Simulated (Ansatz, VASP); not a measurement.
**TiO2 in VASP and in Ansatz**

The input INCAR:

```
PREC = Accurate
ENCUT = 600
EDIFF = 1E-6
ISMEAR = 0
SIGMA = 0.02
LREAL = F
LASPH = T
NELM = 100
ALGO = Normal
ISIF = 3
LWAVE = F
LCHARG = F
GGA = PE
IBRION = 2
NSW = 100
EDIFFG = -0.01
```

The input KPOINTS:

```
regular mesh
0
Gamma
  12 12 6
```

Contents of POSCAR:

```
TiO2
1.0
    2.8826649134      0.0000000000      0.0000000000
   -1.4413324567      2.4964610456      0.0000000000
    0.0000000000      0.0000000000      5.8190962263
Ti O
1 2
Direct
    0.0000000000      0.0000000000      0.0000000000
    0.3333333333      0.6666666667      0.1934839446
    0.3333333333      0.6666666667      0.8065160554
```

Input for Ansatz:

```yaml
crystal:
  lattice:
    - [2.8826649134, 0.0, 0.0]
    - [-1.4413324567, 2.4964610456, 0.0]
    - [0.0, 0.0, 5.8190962263]
  atoms:
    - { symbol: Ti, position: [0.0, 0.0, 0.0] }
    - { symbol: O, position: [0.3333333333, 0.6666666667, 0.1934839446] }
    - { symbol: O, position: [0.3333333333, 0.6666666667, 0.8065160554] }
basis:
  ecutwfc: 420
kpoints:
  mp_grid: { grid: [12, 12, 6] }
hamiltonian:
  xc: pbe
scf:
  occupations: { method: gaussian, width: 0.02 }
output:
  forces: true
  stress: true
  eigenvalues: true
relax:
  adjacent_minimum: "off"
  f_tol: 0.01
  max_steps: 80
  cell: { stress_tol: 0.05 }
```

Alike in both runs: task relaxation of cell and atoms; functional PBE; k mesh 12 × 12 × 6; occupations gaussian, width 0.02 eV; no spin polarisation.

|  | VASP | Ansatz |
| --- | --- | --- |
| version | VASP 6.6.1 | Ansatz 0.2.0 |
| potentials or method | VASP PAW PBE potentials, release 64 (Ti_sv, O), cutoff 600 eV | scalar-relativistic, plane waves, PAW |
| valence electrons in the cell | 24 | 24 |

Ansatz gave:

* gap on the k mesh at the Fermi level, each at its own relaxed structure (eV): 1.10
* relaxed volume (Å³/atom): 14.44
* relaxed cell length with the largest relative difference (Å): 6.021

Problem. Estimate VASP's values.

Solution. gap on the k mesh at the Fermi level, each at its own relaxed structure (eV): 1.03; relaxed volume (Å³/atom): 13.99; relaxed cell length with the largest relative difference (Å): 5.824.
